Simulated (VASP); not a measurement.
A run of VASP 6.6.1 is set up as follows.

Contents of INCAR:

```
SYSTEM = PbS
PREC     = Accurate       ! precision mode
ENCUT    = 520            ! plane-wave cutoff, eV
EDIFF    = 1E-6           ! SCF threshold, eV
ISMEAR   = 0              ! smearing method
SIGMA    = 0.017          ! smearing width, eV
LREAL    = .FALSE.        ! projectors in reciprocal space
LASPH    = .TRUE.         ! aspherical terms in the spheres
NELM     = 60             ! most SCF steps
ALGO     = Normal         ! electronic algorithm
ISIF     = 2              ! what is computed and relaxed
LWAVE    = .FALSE.        ! write WAVECAR
LCHARG   = .FALSE.        ! write CHGCAR
GGA      = PE             ! functional
NBANDS   = 17             ! bands
```

File KPOINTS:

```
regular mesh
0
G
  8 8 7
  0 0 0
```

POSCAR

```
PbS
1.0
    4.0896976867      0.0000000000      0.0000000000
   -2.0448488433      3.5417820905      0.0000000000
    0.0000000000      0.0000000000      3.7881670000
Pb S
1 1
Direct
    0.0000000000      0.0000000000      0.0000000000
    0.6666666667      0.3333333333      0.5000000000
```

Potentials or basis: VASP PAW PBE potentials, release 64 (Pb_d, S).

The run is started by

```sh
$ cat potpaw_PBE.64/Pb_d/POTCAR potpaw_PBE.64/S/POTCAR > POTCAR
$ mpirun -np 1 vasp_std > vasp.out
```

Q: Predict the pressure.

A: 0.0 GPa.

Q: Predict the band gap on the k mesh.

A: 0.21 eV (least direct gap 1.65 eV).

Caveat: spin-orbit coupling is left out, which moves the levels of the heavy elements; an odd mesh through Γ misses points on the zone boundary, where band edges can lie.
